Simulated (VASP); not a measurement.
Input of a VASP 6.6.1 run:

Contents of POSCAR:

```
NaH13O7
1.0
    6.6282230000      0.0000000000      0.0000000000
    0.0000000000      6.6282230000      0.0000000000
    0.0000000000      0.0000000000      6.6282230000
O H Na
7 13 1
Direct
    0.7598639013     -0.0600194205      0.5332388897
    0.6043431777      0.2541386997      0.8735472252
    0.3817247631      0.8001622803      0.8391685250
    0.0322483787      0.1778351164      0.3199049662
    0.5230058106      0.6735621191      0.2362378913
    1.0071442702      0.6398545753      0.7068492181
    0.2635801208      0.4636446287      0.4536271273
    0.8527312738      0.0252265837      0.4537578535
    0.6815133752     -0.1349236117      0.4328554491
    0.5948146166      0.1900626195      1.0043881617
    0.6727536456      0.1584995747      0.7861953242
    0.3982641649      0.9110418768      0.7472774568
    0.2517714200      0.7407048059      0.7990079029
    0.1055463116      0.1185264983      0.2093406620
    0.1253043033      0.2921112087      0.3700495342
    0.4293846479      0.7474114138      0.1521390492
    0.4270254102      0.5884114291      0.3235264945
    1.0946689120      0.5650608702      0.6058678120
    0.9436664960      0.7469474095      0.6272386913
    0.3451768067      0.3897413551      0.5483960634
    0.6881126939      0.5952606672      0.9029602024
```

File INCAR.step1:

```
PREC     = Accurate       # precision mode
ENCUT    = 930            # plane-wave cutoff, eV
ISMEAR   = -1             # smearing method
SIGMA    = 0.05           # smearing width, eV
LREAL    = Auto         
LASPH    = T              # aspherical terms in the spheres
NELM     = 120            # most SCF steps
NBANDS   = 48             # bands
GGA      = PE             # functional
ALGO     = Normal         # electronic algorithm
EDIFF    = 1E-5           # SCF threshold, eV
LWAVE    = T              # write WAVECAR
LCHARG   = F              # write CHGCAR
GGA_COMPAT= F
```

Contents of INCAR.step2:

```
PREC     = Accurate       # precision mode
ENCUT    = 930            # plane-wave cutoff, eV
EDIFF    = 1E-6           # SCF threshold, eV
ISMEAR   = -1             # smearing method
SIGMA    = 0.05           # smearing width, eV
LREAL    = Auto         
LASPH    = T              # aspherical terms in the spheres
NELM     = 120            # most SCF steps
ALGO     = Normal         # electronic algorithm
ISIF     = 2              # what is computed and relaxed
LWAVE    = F              # write WAVECAR
LCHARG   = F              # write CHGCAR
METAGGA  = R2SCAN         # meta-GGA
LMIXTAU  = T            
NBANDS   = 48             # bands
ISTART   = 1            
GGA_COMPAT= F
```

KPOINTS

```
Automatic mesh
0
Gamma
  1 1 1
```

Potentials or basis: VASP PAW PBE potentials, release 64 (O, H, Na_sv).

Launch:

```sh
$ cat potpaw_PBE.64/O/POTCAR potpaw_PBE.64/H/POTCAR potpaw_PBE.64/Na_sv/POTCAR > POTCAR
$ cp INCAR.step1 INCAR
$ mpirun -np 1 vasp_gam > vasp.out
$ cp INCAR.step2 INCAR
$ mpirun -np 1 vasp_gam > vasp.out
```

Problem. Estimate the largest force.

Solution. 0.265 eV/Å.

Problem. Predict the pressure.

Solution. -1.6 GPa.

Forces on the atoms (eV/Å):
```
O   -0.047 -0.008 -0.171
O    0.084 -0.095  0.070
O    0.044 -0.119  0.143
O    0.038  0.018  0.002
O   -0.098 -0.048  0.088
O   -0.033  0.127 -0.003
O   -0.169  0.076 -0.065
H    0.140  0.134  0.039
H   -0.066 -0.040  0.121
H    0.011  0.051 -0.142
H   -0.018 -0.009 -0.103
H    0.109  0.199 -0.137
H   -0.139 -0.110  0.016
H   -0.071 -0.061  0.010
H   -0.088  0.062  0.089
H    0.028  0.114 -0.122
H    0.045 -0.066  0.063
H    0.182 -0.165 -0.096
H   -0.061  0.039  0.073
H    0.118 -0.069  0.122
Na  -0.008 -0.030  0.004
```

Caveat: the k points lie up to 0.95 Å⁻¹ apart, too coarse for converged energies, forces and pressures; the PAW data sets were made with another functional, which shifts forces and pressure a little.
